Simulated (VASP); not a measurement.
Set up this calculation in VASP 6.6.1, as the native input.

| Property | Result |
| --- | --- |
| Task | single point |
| Functional | PBE |
| Potentials or basis | VASP PAW PBE potentials, release 64 (In_d, As) |
| Cutoff | 400 eV |
| k mesh | 2 × 2 × 1 |
| Occupations | fermi-dirac, width 0.05 eV |
| Spin | no spin polarisation |
| Dipole correction | no |
| Further INCAR settings | ALGO = Normal; EDIFF = 1e-06; NBANDS = 86; NELMDL = -8 |

The structure of InAs lies in POSCAR:

```
InAs
1.0
    8.5361930000      0.0000000000      0.0000000000
    0.0000000000      6.0360000000      0.0000000000
    0.0000000000      0.0000000000     19.4021450000
In As
8 8
Direct
    0.0000000000      0.0000000000      0.0515406931
    0.7500064724      0.7852220013      0.2041578392
    0.2499943476      0.7852220013      0.2041578392
    0.5000004100      0.0000000000      0.0515406931
    0.5000004100      0.1768886680      0.1997871885
    0.2499943476      0.2844599072      0.4136192158
    0.7500064724      0.2844599072      0.4136192158
    0.0000000000      0.1768886680      0.1997871885
    0.0000000000      0.5360006627      0.1108588767
    0.2499943476      0.7500000000      0.0515406931
    0.7499947576      0.7500000000      0.0515406931
    0.5000004100      0.5360006627      0.1108588767
    0.5000004100      0.0142312790      0.3390501411
    0.7499947576      0.7956428098      0.3502499337
    0.2500060624      0.7956428098      0.3502499337
    0.0000000000      0.0142312790      0.3390552952
```

These files were run (other wordings do the same):

INCAR

```
PREC = Accurate
ENCUT = 400
EDIFF = 1E-6
ISMEAR = -1
SIGMA = 0.05
LREAL = False
LASPH = True
NELM = 120
ALGO = Normal
ISIF = 2
LWAVE = False
LCHARG = True
GGA = PE
LELF = True
LVHAR = True
NBANDS = 86
GGA_COMPAT = False
NELMDL = -8
```

KPOINTS

```
regular mesh
0
Gamma
  2 2 1
```

Potentials or basis: VASP PAW PBE potentials, release 64 (In_d, As).

Run with:

```console
$ cat potpaw_PBE.64/In_d/POTCAR potpaw_PBE.64/As/POTCAR > POTCAR
$ mpirun -np 1 vasp_std > vasp.out
```

Results of the run:

```yaml
Largest_force: 1.383 eV/Å
Band_gap_on_the_k_mesh: zero (bands 72 and 73 overlap by 0.01 eV)
```

Caveat: the k points lie up to 0.52 Å⁻¹ apart; spin-orbit coupling is left out, which moves the levels of the heavy elements.

Run time: 7.9 min on 1 thread of Intel(R) Xeon(R) Platinum 8488C (Sapphire Rapids), on a shared host, peak memory 0.65 GiB.
